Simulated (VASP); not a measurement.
# LiCl (Fm-3m) in VASP: notebook

Aim: see how the results for LiCl move with the level of theory and the settings. Levels: BLYP, PBE+D3(BJ). Tasks: relaxation of cell and atoms.

All numbers are computed with VASP 6.6.1; they aren't measurements. Logs are shortened: lines on timing, memory, paths and dates and some standing lists are left out, and cuts for length are marked.

## 1. The cell of the first run

The structure is cubic, space group Fm-3m (No. 225). The conventional cell has a = 5.130 Å, b = 5.130 Å, c = 5.130 Å, α = 90.00°, β = 90.00°, γ = 90.00°. Within 3.4 Å of Cl (site symmetry m-3m) lie 6 Li at 2.56 Å. Li (site symmetry m-3m) has 6 Cl at 2.56 Å within 3.4 Å.

## 2. Relaxation of cell and atoms, BLYP

INCAR reads:

```
PREC = Accurate
ENCUT = 600
EDIFF = 1E-7
ISMEAR = -1
SIGMA = 0.05
LREAL = False
LASPH = True
NELM = 100
ALGO = Normal
ISIF = 3
LWAVE = False
LCHARG = False
GGA = B5
ALDAX = 1.0
AGGAX = 1.0
AGGAC = 1.0
ALDAC = 0.0
IBRION = 2
NSW = 60
EDIFFG = -0.01
```

KPOINTS reads:

```
regular mesh
0
Gamma
  9 9 9
```

POSCAR reads:

```
LiCl
1.0
    0.0000000000      2.5647700000      2.5647700000
    2.5647700000      0.0000000000      2.5647700000
    2.5647700000      2.5647700000      0.0000000000
Cl Li
1 1
Direct
    0.5000000000      0.5000000000      0.5000000000
    0.0000000000      0.0000000000      0.0000000000
```

Potentials or basis: VASP PAW PBE potentials, release 64 (Cl, Li_sv).

The run is started by

```sh
$ cat potpaw_PBE.64/Cl/POTCAR potpaw_PBE.64/Li_sv/POTCAR > POTCAR
$ mpirun -np 1 vasp_std > vasp.out
```

OUTCAR:

```text
PREC = Accurate
   ENCUT = 600
   EDIFF = 1E-7
   ISMEAR = -1
   LREAL = False
   LASPH = True
   NELM = 100
   ISIF = 3
   GGA = B5
   IBRION = 2
   NSW = 60
   EDIFFG = -0.01

 ion  position               nearest neighbor table
   1  0.500  0.500  0.500-   2 2.56   2 2.56   2 2.56   2 2.56   2 2.56   2 2.56
   2  0.000  0.000  0.000-   1 2.56   1 2.56   1 2.56   1 2.56   1 2.56   1 2.56

  LATTYP: Found a face centered cubic cell.
 ALAT       =     5.1295400000

  Lattice vectors:

 A1 = (   0.0000000000,   2.5647700000,   2.5647700000)
 A2 = (   2.5647700000,   0.0000000000,   2.5647700000)
 A3 = (   2.5647700000,   2.5647700000,   0.0000000000)

Analysis of symmetry for initial positions (statically):
=====================================================================
 Subroutine PRICEL returns:
 Original cell was already a primitive cell.

 Routine SETGRP: Setting up the symmetry group for a
 face centered cubic supercell.

 Subroutine GETGRP returns: Found 48 space group operations
 (whereof 48 operations were pure point group operations)
 out of a pool of 48 trial point group operations.

The static configuration has the point symmetry O_h .

Analysis of symmetry for dynamics (positions and initial velocities):
=====================================================================
 Subroutine PRICEL returns:
 Original cell was already a primitive cell.

 Routine SETGRP: Setting up the symmetry group for a
 face centered cubic supercell.

 Subroutine GETGRP returns: Found 48 space group operations
 (whereof 48 operations were pure point group operations)
 out of a pool of 48 trial point group operations.

The dynamic configuration has the point symmetry O_h .

 Subroutine INISYM returns: Found 48 space group operations
 (whereof 48 operations are pure point group operations),
 and found     1 'primitive' translations

----------------------------------------------------------------------------------------

                                     Primitive cell

  volume of cell :      33.7423

  direct lattice vectors                    reciprocal lattice vectors
     0.000000000  2.564770000  2.564770000    -0.194949255  0.194949255  0.194949255
     2.564770000  0.000000000  2.564770000     0.194949255 -0.194949255  0.194949255
     2.564770000  2.564770000  0.000000000     0.194949255  0.194949255 -0.194949255

  length of vectors
     3.627132518  3.627132518  3.627132518     0.337662014  0.337662014  0.337662014

  position of ions in fractional coordinates (direct lattice)
     0.500000000  0.500000000  0.500000000
     0.000000000  0.000000000  0.000000000

  ion indices of the primitive-cell ions
   primitive index   ion index
                 1           1
                 2           2

----------------------------------------------------------------------------------------

 KPOINTS: regular mesh

Automatic generation of k-mesh.
 Grid dimensions read from file:
 generate k-points for:    9    9    9

 Generating k-lattice:

  Cartesian coordinates                     Fractional coordinates (reciprocal lattice)
    -0.021661028  0.021661028  0.021661028     0.111111111  0.000000000  0.000000000
     0.021661028 -0.021661028  0.021661028     0.000000000  0.111111111  0.000000000
     0.021661028  0.021661028 -0.021661028     0.000000000  0.000000000  0.111111111

  Length of vectors
     0.037518002  0.037518002  0.037518002

  Shift w.r.t. Gamma in fractional coordinates (k-lattice)
     0.000000000  0.000000000  0.000000000

 Subroutine IBZKPT returns following result:
 ===========================================

 Found     35 irreducible k-points:

 Following reciprocal coordinates:
            Coordinates               Weight
  0.000000  0.000000  0.000000      1.000000
  0.111111  0.000000  0.000000      8.000000
  0.222222  0.000000  0.000000      8.000000
  0.333333  0.000000  0.000000      8.000000
  0.444444  0.000000  0.000000      8.000000
  0.111111  0.111111  0.000000      6.000000
[... 16 lines left out ...]
 -0.333333  0.333333  0.000000     12.000000
  0.444444  0.444444  0.000000      6.000000
 [... further k-points ...]
   k-points           NKPTS =     35   k-points in BZ     NKDIM =     35   number of bands    NBANDS=      9
   number of dos      NEDOS =    301   number of ions     NIONS =      2
   total plane-waves  NPLWV =  27000
   dimension x,y,z NGX =    30 NGY =   30 NGZ =   30
   dimension x,y,z NGXF=    60 NGYF=   60 NGZF=   60
   ions per type =               1   1
   NGX,Y,Z   is equivalent  to a cutoff of  13.75, 13.75, 13.75 a.u.
   NGXF,Y,Z  is equivalent  to a cutoff of  27.50, 27.50, 27.50 a.u.
 SYSTEM =  unknown system
   PREC   = accura    normal or accurate (medium, high low for compatibility)
   ISTART =      0    job   : 0-new  1-cont  2-samecut
   ICHARG =      2    charge: 1-file 2-atom 10-const
   ISPIN  =      1    spin polarized calculation?
   LNONCOLLINEAR =      F non collinear calculations
   LSORBIT =      F    spin-orbit coupling
   LASPH  =      T    aspherical Exc in radial PAW
   ENCUT  =  600.0 eV  44.10 Ry    6.64 a.u.   7.24  7.24  7.24*2*pi/ulx,y,z
   NELM   =    100;   NELMIN=  2; NELMDL= -5     # of ELM steps
   EDIFF  = 0.1E-06   stopping-criterion for ELM
   LREAL  =      F    real-space projection
   EDIFFG = -.1E-01   stopping-criterion for IOM
   NSW    =     60    number of steps for IOM
   IBRION =      2    ionic relax: 0-MD 1-quasi-New 2-CG
   NFREE  =      1    steps in history (QN), initial steepest desc. (CG)
   ISIF   =      3    stress and relaxation
   ISYM   =      2    0-nonsym 1-usesym 2-fastsym
   POTIM  = 0.5000    time-step for ionic-motion
   TEBEG  =    0.0;   TEEND  =   0.0 temperature during run
   PSTRESS=    0.0 pullay stress
   NELECT =      10.0000    total number of electrons
   NUPDOWN=      -1.0000    fix difference up-down
   EMIN   =  10.00;   EMAX   =-10.00  energy-range for DOS
   EFERMI =   0.00;   METHOD = LEGACY
   ISMEAR =    -1;   SIGMA  =   0.05  broadening in eV -4-tet -1-fermi 0-gaus
   EFERMI_NEDOS =   21; number of points for ismear=-14 and -15
   IALGO  =     38    algorithm
   IMIX   =      4    mixing-type and parameters
     AMIX     =   0.40;   BMIX     =  1.00
     AMIX_MAG =   1.60;   BMIX_MAG =  1.00
  volume/ion in A,a.u.               =      16.87       113.85
  Fermi-wavevector in a.u.,A,eV,Ry     =   1.091482  2.062601 16.209056  1.191332
  Thomas-Fermi vector in A             =   2.227728
   LORBIT       =      0    0 simple, 1 ext, 2 COOP (PROOUT), +10 PAW based schemes
   GGA     = B5    functional components
   LHFCALC =     F    Hartree Fock is set to
   AEXX    =    0.0000 exact exchange contribution
   IVDW    =     0    specifies the selected vdW correction
   LEPSILON=     F    determine dielectric tensor
   LRPA    =     F    only Hartree local field effects (RPA)
 conjugate gradient relaxation of ions
 non-spin polarized calculation
  energy-cutoff  :      600.00
  volume of cell :       33.74
 maximum number of plane-waves:      1147
 NGX is ok and might be reduce to    30
   NGX = 15   NGY = 15   NGZ = 15

--------------------------------------- Ionic step        1  -------------------------------------------

 number of electron      10.0000003 magnetization

 Free energy of the ion-electron system (eV)
  ---------------------------------------------------
  ext. energy  EPLUGINS =         0.00000000
  ---------------------------------------------------
  free energy    TOTEN  =        -7.02287769 eV

  energy without entropy =       -7.02287769  energy(sigma->0) =       -7.02287769

 E-fermi :   2.0212     XC(G=0):  -8.3195

 val. band max:        0.8866881648   @ k =   0.0000   0.0000   0.0000
 cond. band min:       7.3853859177   @ k =   0.0000   0.0000   0.0000
 fundamental gap:      6.4986977529
 Fermi energy:         2.0212169199

 k-point     1 :       0.0000    0.0000    0.0000
  band No.  band energies     occupation
      1     -43.2421      2.00000
      2     -12.4669      2.00000
      3       0.8867      2.00000
      4       0.8867      2.00000
      5       0.8867      2.00000
      6       7.3854      0.00000
      7      12.8916      0.00000
      8      12.8916      0.00000
      9      12.8916      0.00000

 k-point     2 :       0.1111    0.0000    0.0000
  band No.  band energies     occupation
      1     -43.2418      2.00000
      2     -12.4074      2.00000
      3       0.4710      2.00000
      4       0.8544      2.00000
      5       0.8544      2.00000
      6       7.7576      0.00000
      7      12.2468      0.00000
      8      12.8463      0.00000
      9      12.8463      0.00000
[... 322 lines left out ...]
 POSITION                                       TOTAL-FORCE (eV/Angst)
 -----------------------------------------------------------------------------------
      2.58887      2.58887      2.58887         0.000000      0.000000      0.000000
      0.00000      0.00000      0.00000        -0.000000     -0.000000     -0.000000
 -----------------------------------------------------------------------------------
    total drift:                               -0.000000     -0.000000      0.000000

  FREE ENERGIE OF THE ION-ELECTRON SYSTEM (eV)
  ---------------------------------------------------
  free  energy   TOTEN  =        -7.0310249303 eV

  energy  without entropy=       -7.0310249303  energy(sigma->0) =       -7.03102493

--------------------------------------- Ionic step        3  -------------------------------------------

 number of electron      10.0000007 magnetization

 Free energy of the ion-electron system (eV)
  ---------------------------------------------------
  ext. energy  EPLUGINS =         0.00000000
  ---------------------------------------------------
  free energy    TOTEN  =        -7.03363423 eV

  energy without entropy =       -7.03363423  energy(sigma->0) =       -7.03363423

 E-fermi :   1.7198     XC(G=0):  -8.1031

 val. band max:        0.4916580330   @ k =   0.0000   0.0000   0.0000
 cond. band min:       6.6806620855   @ k =   0.0000   0.0000   0.0000
 fundamental gap:      6.1890040525
 Fermi energy:         1.7198023801

 k-point     1 :       0.0000    0.0000    0.0000
  band No.  band energies     occupation
      1     -43.7327      2.00000
      2     -12.6845      2.00000
      3       0.4917      2.00000
      4       0.4917      2.00000
      5       0.4917      2.00000
      6       6.6807      0.00000
      7      12.4388      0.00000
      8      12.4388      0.00000
      9      12.4388      0.00000

 k-point     2 :       0.1111    0.0000    0.0000
  band No.  band energies     occupation
      1     -43.7324      2.00000
      2     -12.6315      2.00000
      3       0.1052      2.00000
      4       0.4623      2.00000
      5       0.4623      2.00000
      6       7.0483      0.00000
      7      11.7711      0.00000
      8      12.3605      0.00000
      9      12.3605      0.00000
[... 286 lines left out ...]
 POSITION                                       TOTAL-FORCE (eV/Angst)
 -----------------------------------------------------------------------------------
      2.61119      2.61119      2.61119        -0.000000      0.000000     -0.000000
      0.00000      0.00000      0.00000         0.000000     -0.000000      0.000000
 -----------------------------------------------------------------------------------
    total drift:                               -0.000000     -0.000000      0.000000

  FREE ENERGIE OF THE ION-ELECTRON SYSTEM (eV)
  ---------------------------------------------------
  free  energy   TOTEN  =        -7.0336342273 eV

  energy  without entropy=       -7.0336342273  energy(sigma->0) =       -7.03363423

 reached required accuracy - stopping structural energy minimisation
```

Wall time 75 s (1 thread of AMD EPYC 7R43 (Zen 3), shared host); peak memory 0.13 GiB.

What came out:

```yaml
Free_energy: -7.0336 eV
Relaxed_volume: 17.80 Å³/atom
Relaxed_cell: a = 3.693 Å, b = 3.693 Å, c = 3.693 Å, α = 60.00°, β = 60.00°, γ = 60.00°
Space_group_after_relaxing_to_0.05_Å: Fm-3m (No. 225)
Energy_gained_by_relaxing: 5.4 meV/atom
Ionic_steps: 3
Pressure_after_relaxing: 0.1 GPa
Band_gap_on_the_k_mesh: 6.19 eV, direct
```

The path:
```csv
step,energy change (eV),largest force (eV/Å),pressure (GPa),volume (Å³)
1,0.0000,0.0000,1.85,33.74
2,-0.0081,0.0000,0.86,34.70
3,-0.0108,0.0000,0.05,35.61
```

Final structure:
```yaml
crystal:
  lattice:
    - [0.00000, 2.61119, 2.61119]
    - [2.61119, 0.00000, 2.61119]
    - [2.61119, 2.61119, 0.00000]
  atoms:
    - { symbol: Cl, position: [0.50000, 0.50000, 0.50000] }
    - { symbol: Li, position: [0.00000, 0.00000, 0.00000] }
```

Levels at points of the mesh, in eV from the valence-band top:
```tsv
k point	band 1	band 2	band 3	band 4	band 5	band 6	band 7	band 8	band 9
(0.00, 0.00, 0.00)	-44.22	-13.18	0.00	0.00	0.00	6.19	11.95	11.95	11.95
```

Caveat: the cutoff is under 1.25 times the usual one of these potentials, so pressure, stress and relaxed cells hold a basis-set (Pulay) error; the PAW data sets were made with another functional, which shifts forces and pressure a little.

## 3. Relaxation of cell and atoms, PBE+D3(BJ)

INCAR reads:

```
SYSTEM = LiCl
  ALGO = Normal
  EDIFF = 1E-6
  EDIFFG = -0.01
  ENCUT = 600
  GGA = PE
  IBRION = 2
  ISIF = 3
  ISMEAR = -1
  IVDW = 12
  LASPH = .TRUE.
  LCHARG = .FALSE.
  LREAL = .FALSE.
  LWAVE = .FALSE.
  NELM = 60
  NSW = 60
  PREC = Accurate
  SIGMA = 0.05
```

KPOINTS reads:

```
k-points
0
G
  9 9 9
  0 0 0
```

POSCAR is that of step 2.

Potentials or basis: VASP PAW PBE potentials, release 64 (Cl, Li_sv).

The run is started by

```sh
$ cat potpaw_PBE.64/Cl/POTCAR potpaw_PBE.64/Li_sv/POTCAR > POTCAR
$ mpirun -np 1 vasp_std > vasp.out
```

Run time: 49 s. Hardware: 1 thread of AMD EPYC 7R43 (Zen 3), shared host; peak memory 0.14 GiB.

The run converged. Its results:

```
Free energy                            : -7.8480 eV
Relaxed volume                         : 15.91 Å³/atom
Relaxed cell                           : a = 3.557 Å, b = 3.557 Å, c = 3.557 Å, α = 60.00°, β = 60.00°, γ = 60.00°
Space group after relaxing (to 0.05 Å) : Fm-3m (No. 225)
Energy gained by relaxing              : 6.0 meV/atom
Ionic steps                            : 4
Pressure after relaxing                : 0.0 GPa
Band gap on the k mesh                 : 6.69 eV, direct
Dispersion energy per atom             : -0.239 eV
```

Step by step:
| step | energy change (eV) | largest force (eV/Å) | pressure (GPa) | volume (Å³) |
| --- | --- | --- | --- | --- |
| 1 | 0.0000 | 0.0000 | -1.91 | 33.74 |
| 2 | -0.0090 | 0.0000 | -1.02 | 32.77 |
| 3 | -0.0120 | 0.0000 | -0.12 | 31.94 |
| 4 | -0.0121 | 0.0000 | 0.00 | 31.82 |

Final structure:
```yaml
crystal:
  lattice:
    - [0.00000, 2.51523, 2.51523]
    - [2.51523, 0.00000, 2.51523]
    - [2.51523, 2.51523, 0.00000]
  atoms:
    - { symbol: Cl, position: [0.50000, 0.50000, 0.50000] }
    - { symbol: Li, position: [0.00000, 0.00000, 0.00000] }
```

Levels at points of the mesh, in eV from the valence-band top:
```
           k point  band 3  band 4  band 5  band 6  band 7  band 8
(0.00, 0.00, 0.00)    0.00    0.00    0.00    6.69   11.98   11.98
```

Caveat: the cutoff is under 1.25 times the usual one of these potentials, so pressure, stress and relaxed cells hold a basis-set (Pulay) error. A k mesh can miss the band edges.
